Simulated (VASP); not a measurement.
Runs of VASP 6.6.1 on Eu. The structure is cubic, space group Im-3m (No. 229). Conventional cell: a = 4.606 Å, b = 4.606 Å, c = 4.606 Å, α = 90.00°, β = 90.00°, γ = 90.00°. Eu (site symmetry m-3m) has 14 Eu at 3.99 to 4.61 Å within 5.2 Å. 

```tsv
fixed moment (μB)	k mesh for the DOS	occupations for the DOS	pressure (GPa)	moment (μB)
11.11	-	-	-6.9	11.11
-	-	-	-1.8	7.40
0.0	-	-	-2.4	0.00
8.15	-	-	-1.8	8.15
6.67	-	-	(a)	6.67
-	15 × 15 × 15	tetrahedron	-	7.40
9.26	-	-	-2.7	9.26
```

Alike in all rows: task single point; level PBE; potentials or basis VASP PAW PBE potentials, release 64 (Eu); cell as given; k mesh 10 × 10 × 10; cutoff (eV) 520; smearing fermi-dirac 0.05 eV.

**Question.** Estimate the missing entries.

**Answer.** (a) -1.7.

Caveats: the total moment is fixed, so each spin has its own Fermi level and the state may be an excited one (at least some runs); the cell stands under tension (at least some runs); the total moment is fixed, so each spin has its own Fermi level (at least some runs).
